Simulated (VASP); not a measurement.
Here is a VASP 6.6.1 calculation.

Contents of INCAR:

```
SYSTEM = Ti
PREC = Accurate
ENCUT = 520
EDIFF = 1E-7
ISMEAR = 1
SIGMA = 0.15
LREAL = .FALSE.
LASPH = .TRUE.
NELM = 100
ALGO = Normal
ISIF = 2
LWAVE = .FALSE.
LCHARG = .FALSE.
GGA = CA
NBANDS = 12
```

File KPOINTS:

```
Automatic mesh
0
G
  11 11 11
  0 0 0
```

Contents of POSCAR:

```
Ti
1.0
    0.0000000000      2.1268097929      2.1268097929
    2.1268097929      0.0000000000      2.1268097929
    2.1268097929      2.1268097929      0.0000000000
Ti
1
Direct
    0.0000000000      0.0000000000      0.0000000000
```

Potentials or basis: VASP PAW LDA potentials, release 64 (Ti_sv).

Run with:

```bash
$ cat potpaw_LDA.64/Ti_sv/POTCAR > POTCAR
$ mpirun -np 1 vasp_std > vasp.out
```

(1) Estimate the band gap on the k mesh.

(2) Predict the pressure.

Answers

(1) zero (band 6 reaches 7.72 eV, above the bottom of band 7 at 6.70 eV).

(2) -16.4 GPa.
